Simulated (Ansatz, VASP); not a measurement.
## One calculation of PbO2, two programs

```
Pb O
1.0
     4.99743    0.00000    0.00000
     0.00000    4.99743    0.00000
     0.00000    0.00000    3.41445
Pb O
2 4
Direct
  0.00000 0.00000 0.00000
  0.50000 0.50000 0.50000
  0.30758 0.30758 0.00000
  0.19242 0.80758 0.50000
  0.69242 0.69242 0.00000
  0.80758 0.19242 0.50000
```

Alike in both runs: functional PBEsol; k mesh 7 × 7 × 9; occupations fermi-dirac, width 0.1 eV; no spin polarisation.

Ansatz relaxed the structure, and its values are those at the end. VASP's run is a single point on that final structure, the one shown.

|  | VASP | Ansatz |
| --- | --- | --- |
| version | VASP 6.6.1 | Ansatz 0.2.0 |
| potentials or method | VASP PAW PBE potentials, release 64 (Pb_d, O), cutoff 520 eV | PAW plane waves |
| valence electrons in the cell | 52 | 52 |

VASP gave:

* gap on the k mesh at the Fermi level (eV): none
* pressure (GPa): 0.2
* rms of the force components (eV/Å): 0.004

Which values does Ansatz return?

gap on the k mesh at the Fermi level (eV): none; pressure (GPa): 0.0; rms of the force components (eV/Å): 0.001.

VASP's potentials were made for PBE, not for PBEsol, and Ansatz warns of the same on its side. A gap of «none» marks a metal or a gap that the smearing closes. With one functional, cell and mesh, what is left measures potentials, basis and numerics.

Spin-orbit coupling is off throughout.
